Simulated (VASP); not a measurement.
Input of a VASP 6.6.1 run:

The input POSCAR:

```
TiN
1.0
    0.0000000000      2.0882932800      2.0882932800
    2.0882932800      0.0000000000      2.0882932800
    2.0882932800      2.0882932800      0.0000000000
Ti N
1 1
Direct
    0.0000000000      0.0000000000      0.0000000000
    0.5000000000      0.5000000000      0.5000000000
```

Contents of INCAR.step1:

```
PREC = Accurate ; ENCUT = 910
ISMEAR = -1 ; SIGMA = 0.1
LREAL = F ; LASPH = T
NELM = 120 ; NBANDS = 16
GGA = PE ; ALGO = Normal
EDIFF = 1E-5 ; LWAVE = T
LCHARG = F ; GGA_COMPAT = F
```

File INCAR.step2:

```
PREC = Accurate ; ENCUT = 910
EDIFF = 1E-6 ; ISMEAR = -1
SIGMA = 0.1 ; LREAL = F
LASPH = T ; NELM = 120
ALGO = Normal ; ISIF = 2
LWAVE = F ; LCHARG = T
METAGGA = R2SCAN ; LMIXTAU = T
LELF = T ; LVHAR = T
NBANDS = 16 ; ISTART = 1
GGA_COMPAT = F
```

Contents of KPOINTS:

```
Automatic mesh
0
Gamma
  14 14 14
```

Potentials or basis: VASP PAW PBE potentials, release 64 (Ti_sv, N_h).

Command:

```bash
$ cat potpaw_PBE.64/Ti_sv/POTCAR potpaw_PBE.64/N_h/POTCAR > POTCAR
$ cp INCAR.step1 INCAR
$ mpirun -np 1 vasp_std > vasp.out
$ cp INCAR.step2 INCAR
$ mpirun -np 1 vasp_std > vasp.out
```

(1) Predict the pressure.

Results:

(1) 14.6 GPa.

Caveat: the cutoff is under 1.25 times the usual one of these potentials, so pressure, stress and relaxed cells hold a basis-set (Pulay) error; the PAW data sets were made with another functional, which shifts forces and pressure a little.
